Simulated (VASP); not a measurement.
Here is a VASP 6.6.1 calculation.

The input INCAR:

```
PREC = Accurate
ENCUT = 520
EDIFF = 1E-6
ISMEAR = 0
SIGMA = 0.05
LREAL = F
LASPH = T
NELM = 100
ALGO = Normal
ISIF = 2
LWAVE = F
LCHARG = F
GGA = PE
NBANDS = 18
```

File KPOINTS:

```
Automatic mesh
0
Gamma
  8 8 8
```

File POSCAR:

```
HfO2
1.0
    0.0000000000      2.5575000000      2.4935625000
    2.5575000000      0.0000000000      2.4935625000
    2.5575000000      2.5575000000      0.0000000000
Hf O
1 2
Direct
    0.0000000000      0.0000000000      0.0000000000
    0.2500000000      0.2500000000      0.2500000000
    0.7500000000      0.7500000000      0.7500000000
```

Potentials or basis: VASP PAW PBE potentials, release 64 (Hf_pv, O).

Command:

```bash
$ cat potpaw_PBE.64/Hf_pv/POTCAR potpaw_PBE.64/O/POTCAR > POTCAR
$ mpirun -np 1 vasp_std > vasp.out
```

Task: What does it give for the band gap on the k mesh?

Result: 3.55 eV, indirect (least direct gap 3.60 eV).

Task: Estimate the pressure.

Result: 0.1 GPa.

Stress tensor (GPa, compression positive):
```
-3.84  0.00  0.00
 0.00 -3.84  0.00
 0.00  0.00  7.97
```

Caveat: the cell differs from its parent crystal (strain +0.000 along x and y, -0.025 along z); spin-orbit coupling is left out, which moves the levels of the heavy elements. A k mesh can miss the band edges.
